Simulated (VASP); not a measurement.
Here is a VASP 6.6.1 calculation.

POSCAR

```
Si7C
1.0
    1.8109598475     -3.1366744664      0.0000000000
   -0.0186609928     -0.0107739292     -6.0414593808
    5.4864692127      3.1676144769      0.0225388983
Si C
7 1
Direct
    0.5000000000      0.9330997844      0.1674328832
    0.0000000000      0.4308250172      0.3479704681
    0.5000000000      0.4413430556      0.8155869607
    0.5000000000      0.5475696132      0.1621219744
    0.0000000000      0.6175248810      0.6656431930
    0.0000000000      0.0452758859      0.3762040244
    0.5000000000      0.0450851241      0.7989083286
    0.0000000000      0.9392766385      0.6661321677
```

INCAR.step1

```
PREC = Accurate
ENCUT = 520
ISMEAR = 0
SIGMA = 0.02
LREAL = F
LASPH = T
NELM = 80
NBANDS = 26
GGA = PE
ALGO = Normal
EDIFF = 1E-4
LWAVE = T
LCHARG = F
```

File INCAR.step2:

```
PREC = Accurate
ENCUT = 520
EDIFF = 1E-6
ISMEAR = 0
SIGMA = 0.02
LREAL = F
LASPH = T
NELM = 80
ALGO = Normal
ISIF = 2
LWAVE = F
LCHARG = F
METAGGA = R2SCAN
LMIXTAU = T
NBANDS = 26
ISTART = 1
```

The input KPOINTS:

```
regular mesh
0
Gamma
  8 6 6
```

Potentials or basis: VASP PAW PBE potentials, release 64 (Si, C).

Command:

```console
$ cat potpaw_PBE.64/Si/POTCAR potpaw_PBE.64/C/POTCAR > POTCAR
$ cp INCAR.step1 INCAR
$ mpirun -np 1 vasp_std > vasp.out
$ cp INCAR.step2 INCAR
$ mpirun -np 1 vasp_std > vasp.out
```

(1) Estimate the band gap on the k mesh.

(2) Predict the pressure.

Answers

(1) zero (bands 16 and 17 overlap by 0.14 eV).

(2) -0.2 GPa.

Caveat: semilocal functionals underestimate gaps, so a narrow gap can read as zero; the PAW data sets were made with another functional, which shifts forces and pressure a little.
